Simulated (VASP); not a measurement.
Here is a VASP 6.6.1 calculation.

Contents of INCAR:

```
PREC = Accurate
ENCUT = 520
EDIFF = 1E-6
ISMEAR = 0
SIGMA = 0.1
LREAL = F
LASPH = T
NELM = 80
ALGO = Normal
ISIF = 2
LWAVE = F
LCHARG = F
GGA = PE
NBANDS = 32
```

File KPOINTS:

```
regular mesh
0
Gamma
  4 4 4
```

Contents of POSCAR:

```
AlSn2C4
1.0
    0.0000000000      4.8063689903      4.8063689903
    4.8063689903      0.0000000000      4.8063689903
    4.8063689903      4.8063689903      0.0000000000
Al Sn C
1 2 4
Direct
    0.2500000000      0.2500000000      0.2500000000
    0.7500000000      0.7500000000      0.7500000000
    0.0000000000      0.0000000000      0.0000000000
    0.8750079065      0.8750079065      0.8750079065
    0.8750079065      0.8750079065      0.3749762804
    0.8750079065      0.3749762804      0.8750079065
    0.3749762804      0.8750079065      0.8750079065
```

Potentials or basis: VASP PAW PBE potentials, release 64 (Al, Sn_d, C).

Run with:

```console
$ cat potpaw_PBE.64/Al/POTCAR potpaw_PBE.64/Sn_d/POTCAR potpaw_PBE.64/C/POTCAR > POTCAR
$ mpirun -np 1 vasp_std > vasp.out
```

Question: Predict the band gap on the k mesh.

Answer: Zero (an odd number of electrons rules out a gap without spin polarisation).

Question: What does it give for the pressure?

Answer: 0.0 GPa.

Caveat: spin-orbit coupling is left out, which moves the levels of the heavy elements.
